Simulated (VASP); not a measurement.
# Na2YIrC6N6 (Fm-3m) in VASP: single point with PBE

Aim: the single point of Na2YIrC6N6 with PBE.

Everything below comes from runs of VASP 6.6.1. Logs are shortened: lines on timing, memory, paths and dates and some standing lists are left out, and cuts for length are marked.

## 1. The cell of the first run

It takes space group Fm-3m (No. 225, cubic). Conventional cell: a = 11.274 Å, b = 11.274 Å, c = 11.274 Å, α = 90.00°, β = 90.00°, γ = 90.00°. Within 5.3 Å of Na (site symmetry -43m) lie 12 C at 4.00 Å and 12 N at 4.07 Å and 4 Y at 4.88 Å and 4 Ir at 4.88 Å. Within 3.3 Å of Y (site symmetry m-3m) lie 6 C at 2.48 Å. Ir (site symmetry m-3m) has 6 N at 1.98 Å within 2.6 Å. Within 1.6 Å of C (site symmetry 4mm) lie 1 N at 1.18 Å. N (site symmetry 4mm) has 1 C at 1.18 Å within 1.6 Å.

## 2. Single point, PBE

INCAR reads:

```
  PREC = Accurate
  ENCUT = 520
  EDIFF = 1E-6
  ISMEAR = 0
  SIGMA = 0.1
  LREAL = Auto
  LASPH = True
  NELM = 60
  ALGO = Normal
  ISIF = 2
  LWAVE = False
  LCHARG = True
  GGA = PE
  LELF = True
  LVHAR = True
  NBANDS = 58
```

KPOINTS reads:

```
Automatic mesh
0
Gamma
  6 6 6
```

POSCAR reads:

```
Na2YIrC6N6
1.0
    0.0000000000      5.6369758170      5.6369758170
    5.6369758170      0.0000000000      5.6369758170
    5.6369758170      5.6369758170      0.0000000000
Na Y Ir C N
2 1 1 6 6
Direct
    0.2500000000      0.2500000000      0.2500000000
    0.7500000000      0.7500000000      0.7500000000
    0.0000000000      0.0000000000      0.0000000000
    0.5000000000      0.5000000000      0.5000000000
    0.7797850301      0.2202149699      0.2202149699
    0.2202149699      0.7797850301      0.2202149699
    0.2202149699      0.2202149699      0.7797850301
    0.2202149699      0.7797850301      0.7797850301
    0.7797850301      0.2202149699      0.7797850301
    0.7797850301      0.7797850301      0.2202149699
    0.6752245824      0.3247754176      0.3247754176
    0.3247754176      0.6752245824      0.3247754176
    0.3247754176      0.3247754176      0.6752245824
    0.3247754176      0.6752245824      0.6752245824
    0.6752245824      0.3247754176      0.6752245824
    0.6752245824      0.6752245824      0.3247754176
```

Potentials or basis: VASP PAW PBE potentials, release 64 (Na_pv, Y_sv, Ir, C, N).

Started as:

```sh
> cat potpaw_PBE.64/Na_pv/POTCAR potpaw_PBE.64/Y_sv/POTCAR potpaw_PBE.64/Ir/POTCAR potpaw_PBE.64/C/POTCAR potpaw_PBE.64/N/POTCAR > POTCAR
> mpirun -np 1 vasp_std > vasp.out
```

OUTCAR:

```text
PREC = Accurate
   ENCUT = 520
   EDIFF = 1E-6
   ISMEAR = 0
   LREAL = Auto
   LASPH = True
   NELM = 60
   ISIF = 2
   GGA = PE

 ion  position               nearest neighbor table
   1  0.250  0.250  0.250-
   2  0.750  0.750  0.750-
   3  0.000  0.000  0.000-   5 2.48   6 2.48   7 2.48   8 2.48   9 2.48  10 2.48
   4  0.500  0.500  0.500-  11 1.98  12 1.98  13 1.98  14 1.98  15 1.98  16 1.98
   5  0.780  0.220  0.220-  11 1.18   3 2.48
   6  0.220  0.780  0.220-  12 1.18   3 2.48
   7  0.220  0.220  0.780-  13 1.18   3 2.48
   8  0.220  0.780  0.780-  14 1.18   3 2.48
   9  0.780  0.220  0.780-  15 1.18   3 2.48
  10  0.780  0.780  0.220-  16 1.18   3 2.48
  11  0.675  0.325  0.325-   5 1.18   4 1.98
  12  0.325  0.675  0.325-   6 1.18   4 1.98
  13  0.325  0.325  0.675-   7 1.18   4 1.98
  14  0.325  0.675  0.675-   8 1.18   4 1.98
  15  0.675  0.325  0.675-   9 1.18   4 1.98
  16  0.675  0.675  0.325-  10 1.18   4 1.98

  LATTYP: Found a face centered cubic cell.
 ALAT       =    11.2739516340

  Lattice vectors:

 A1 = (   0.0000000000,   5.6369758170,   5.6369758170)
 A2 = (   5.6369758170,   0.0000000000,   5.6369758170)
 A3 = (   5.6369758170,   5.6369758170,   0.0000000000)

Analysis of symmetry for initial positions (statically):
=====================================================================
 Subroutine PRICEL returns:
 Original cell was already a primitive cell.

 Routine SETGRP: Setting up the symmetry group for a
 face centered cubic supercell.

 Subroutine GETGRP returns: Found 48 space group operations
 (whereof 48 operations were pure point group operations)
 out of a pool of 48 trial point group operations.

The static configuration has the point symmetry O_h .

Analysis of symmetry for dynamics (positions and initial velocities):
=====================================================================
 Subroutine PRICEL returns:
 Original cell was already a primitive cell.

 Routine SETGRP: Setting up the symmetry group for a
 face centered cubic supercell.

 Subroutine GETGRP returns: Found 48 space group operations
 (whereof 48 operations were pure point group operations)
 out of a pool of 48 trial point group operations.

The dynamic configuration has the point symmetry O_h .

 Subroutine INISYM returns: Found 48 space group operations
[... 118 lines left out ...]
   EDIFFG = 0.1E-04   stopping-criterion for IOM
   NSW    =      0    number of steps for IOM
   IBRION =     -1    ionic relax: 0-MD 1-quasi-New 2-CG
   NFREE  =      0    steps in history (QN), initial steepest desc. (CG)
   ISIF   =      2    stress and relaxation
   ISYM   =      2    0-nonsym 1-usesym 2-fastsym
   POTIM  = 0.5000    time-step for ionic-motion
   TEBEG  =    0.0;   TEEND  =   0.0 temperature during run
   PSTRESS=    0.0 pullay stress
   NELECT =      88.0000    total number of electrons
   NUPDOWN=      -1.0000    fix difference up-down
   EMIN   =  10.00;   EMAX   =-10.00  energy-range for DOS
   EFERMI =   0.00;   METHOD = LEGACY
   ISMEAR =     0;   SIGMA  =   0.10  broadening in eV -4-tet -1-fermi 0-gaus
   EFERMI_NEDOS =   21; number of points for ismear=-14 and -15
   IALGO  =     38    algorithm
   IMIX   =      4    mixing-type and parameters
     AMIX     =   0.40;   BMIX     =  1.00
     AMIX_MAG =   1.60;   BMIX_MAG =  1.00
  volume/ion in A,a.u.               =      22.39       151.09
  Fermi-wavevector in a.u.,A,eV,Ry     =   1.025289  1.937515 14.302678  1.051217
  Thomas-Fermi vector in A             =   2.159121
   LORBIT       =      0    0 simple, 1 ext, 2 COOP (PROOUT), +10 PAW based schemes
   GGA     = PE    functional components
   LHFCALC =     F    Hartree Fock is set to
   AEXX    =    0.0000 exact exchange contribution
   IVDW    =     0    specifies the selected vdW correction
   LEPSILON=     F    determine dielectric tensor
   LRPA    =     F    only Hartree local field effects (RPA)
 non-spin polarized calculation
 Gauss-broadening in eV      SIGMA  =   0.10
  energy-cutoff  :      520.00
  volume of cell :      358.24
 maximum number of plane-waves:      9684
   NGX = 29   NGY = 29   NGZ = 29

 number of electron      88.0000007 magnetization

 Free energy of the ion-electron system (eV)
  ---------------------------------------------------
  ext. energy  EPLUGINS =         0.00000000
  ---------------------------------------------------
  free energy    TOTEN  =      -119.94143526 eV

  energy without entropy =     -119.87592498  energy(sigma->0) =     -119.90868012

 E-fermi :   1.8360     XC(G=0):  -7.0532

 val. band max:        1.8305012604   @ k =   0.5000   0.0000   0.0000
 cond. band min:       1.8379795550   @ k =   0.1667   0.1667   0.0000
 fundamental gap:      0.0074782946
 Fermi energy:         1.8359503979

 k-point     1 :       0.0000    0.0000    0.0000
  band No.  band energies     occupation
      1     -41.0742      2.00000
      2     -25.2408      2.00000
      3     -25.2408      2.00000
      4     -25.2408      2.00000
      5     -25.2408      2.00000
      6     -25.2408      2.00000
[... 933 lines left out ...]
     55       4.2085      0.00000
     56       4.3242      0.00000
 [bands above 56 left out]

------------------------ aborting loop because EDIFF is reached ----------------------------------------

  FORCE on cell =-STRESS in cart. coord.  units (eV):
  Direction    XX          YY          ZZ          XY          YZ          ZX
  --------------------------------------------------------------------------------------
  -------------------------------------------------------------------------------------
  Total        1.0524472      1.0524472      1.0524472      0.0000000     -0.0000000      0.0000000
  in kB        4.7069805      4.7069805      4.7069805      0.0000000     -0.0000000      0.0000000
  external PRESSURE =       4.7069805 kB  Pullay stress =       0.0000000 kB

 VOLUME and BASIS-vectors are now :
 -----------------------------------------------------------------------------
  energy-cutoff  :      520.00
  volume of cell :      358.24
      direct lattice vectors                 reciprocal lattice vectors
     0.000000000  5.636975817  5.636975817    -0.088700043  0.088700043  0.088700043
     5.636975817  0.000000000  5.636975817     0.088700043 -0.088700043  0.088700043
     5.636975817  5.636975817  0.000000000     0.088700043  0.088700043 -0.088700043

 POSITION                                       TOTAL-FORCE (eV/Angst)
 -----------------------------------------------------------------------------------
      2.81849      2.81849      2.81849        -0.000000     -0.000000     -0.000000
      8.45546      8.45546      8.45546        -0.000000     -0.000000     -0.000000
      0.00000      0.00000      0.00000        -0.000000     -0.000000     -0.000000
      5.63698      5.63698      5.63698        -0.000000     -0.000000     -0.000000
      2.48269      5.63698      5.63698        -0.319260     -0.000000     -0.000000
      5.63698      2.48269      5.63698        -0.000000     -0.319260     -0.000000
[... 8 lines left out ...]
      5.63698      7.61245      5.63698        -0.000000     -0.206487     -0.000000
      5.63698      5.63698      7.61245        -0.000000     -0.000000     -0.206487
 -----------------------------------------------------------------------------------
    total drift:                               -0.000000     -0.000000      0.000000

  FREE ENERGIE OF THE ION-ELECTRON SYSTEM (eV)
  ---------------------------------------------------
  free  energy   TOTEN  =      -119.9414352565 eV

  energy  without entropy=     -119.8759249757  energy(sigma->0) =     -119.90868012
```

stdout:

```text
POSCAR found type information on POSCAR NaY IrC N
 POSCAR found :  5 types and      16 ions
 scaLAPACK will be used
 LDA part: xc-table for (Slater+PW92), standard interpolation
 POSCAR, INCAR and KPOINTS ok, starting setup
 FFT: planning ... GRIDC
 FFT: planning ... GRID_SOFT
 FFT: planning ... GRID
 WAVECAR not read
 entering main loop
```

Wall time 11 min (1 thread of AMD EPYC 7R13 (Zen 3), shared host); peak memory 0.6 GiB.

Results:

| Property | Result |
| --- | --- |
| Free energy | -119.9414 eV |
| Pressure | 0.5 GPa |
| Largest force | 0.319 eV/Å |
| Band gap on the k mesh | zero (bands 44 and 45 overlap by 0.26 eV) |

Forces on the atoms (eV/Å):
```
Na   0.000  0.000  0.000
Na   0.000  0.000  0.000
Y    0.000  0.000  0.000
Ir   0.000  0.000  0.000
C   -0.319  0.000  0.000
C    0.000 -0.319  0.000
C    0.000  0.000 -0.319
C    0.319  0.000  0.000
C    0.000  0.319  0.000
C    0.000  0.000  0.319
N    0.206  0.000  0.000
N    0.000  0.206  0.000
N    0.000  0.000  0.206
N   -0.206  0.000  0.000
N    0.000 -0.206  0.000
N    0.000  0.000 -0.206
```

Caveat: spin-orbit coupling is left out, which moves the levels of the heavy elements.
